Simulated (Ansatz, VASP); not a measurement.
# PbI2 in VASP and in Ansatz

Contents of POSCAR:

```
PbI2
1.0
    4.5657260999      0.0000000000      0.0000000000
   -2.2828630499      3.9540347892      0.0000000000
    0.0000000000      0.0000000000      7.0410820622
Pb I
1 2
Direct
    0.0000000000      0.0000000000      0.0000000000
    0.3333333333      0.6666666667      0.2667794090
    0.6666666667      0.3333333333      0.7332205910
```

The input INCAR.step1:

```
SYSTEM = PbI2
PREC = Accurate
ENCUT = 550
ISMEAR = 0
SIGMA = 0.01
LREAL = .False.
LASPH = .True.
NELM = 120
NBANDS = 21
GGA = PE
ALGO = Normal
EDIFF = 1E-5
LWAVE = .True.
LCHARG = .False.
GGA_COMPAT = .False.
```

File INCAR.step2:

```
SYSTEM = PbI2
PREC = Accurate
ENCUT = 550
EDIFF = 1E-6
ISMEAR = 0
SIGMA = 0.01
LREAL = .False.
LASPH = .True.
NELM = 120
ALGO = Normal
ISIF = 2
LWAVE = .False.
LCHARG = .True.
METAGGA = R2SCAN
LMIXTAU = .True.
LELF = .True.
LVHAR = .True.
NBANDS = 21
ISTART = 1
GGA_COMPAT = .False.
```

The input KPOINTS:

```
Automatic mesh
0
Gamma
  6 6 4
  0 0 0
```

Input for Ansatz:

```yaml
crystal:
  lattice:
    - [4.5657260999, 0.0, 0.0]
    - [-2.2828630499, 3.9540347892, 0.0]
    - [0.0, 0.0, 7.0410820622]
  atoms:
    - { symbol: Pb, position: [0.0, 0.0, 0.0] }
    - { symbol: I, position: [0.3333333333, 0.6666666667, 0.266779409] }
    - { symbol: I, position: [0.6666666667, 0.3333333333, 0.733220591] }
kpoints:
  mp_grid: { grid: [6, 6, 4] }
  band_path:
    path:
      - [0.0, 0.0, 0.0]
      - [0.5, 0.0, 0.0]
      - [0.3333333333, 0.3333333333, 0.0]
      - [0.0, 0.0, 0.5]
      - [0.5, 0.0, 0.5]
      - [0.3333333333, 0.3333333333, 0.5]
    npoints: 1
hamiltonian:
  xc: r2scan
scf:
  occupations: { method: fixed }
  n_extra_bands: 4
output:
  forces: true
  stress: true
  eigenvalues: true
```

Alike in both runs: task single point; functional r2SCAN; k mesh 6 × 6 × 4; no spin polarisation.

|  | VASP | Ansatz |
| --- | --- | --- |
| version | VASP 6.6.1 | Ansatz 0.2.0 |
| potentials or method | VASP PAW PBE potentials, release 64 (Pb_d, I) | plane waves, PAW |
| plane-wave cutoff (eV) | 550 | 500 |
| occupations | gaussian, width 0.01 eV | fixed |
| valence electrons in the cell | 28 | 48 |

VASP gave:

| Property | Result |
| --- | --- |
| gap on the k mesh at the Fermi level (eV) | 2.62 |
| pressure (GPa) | 0.7 |
| rms of the force components (eV/Å) | 0.002 |

Q: Estimate Ansatz's values.

A: gap on the k mesh at the Fermi level (eV): 2.62; pressure (GPa): 0.7; rms of the force components (eV/Å): 0.004.

VASP's potentials were made for PBE, not for r2SCAN. Atom by atom the forces differ by 0.002 eV/Å (rms over components). VASP's potentials hold 28 valence electrons a cell and Ansatz's 48, so a difference there can come from the potentials and not from the codes.

Spin-orbit coupling is off throughout.
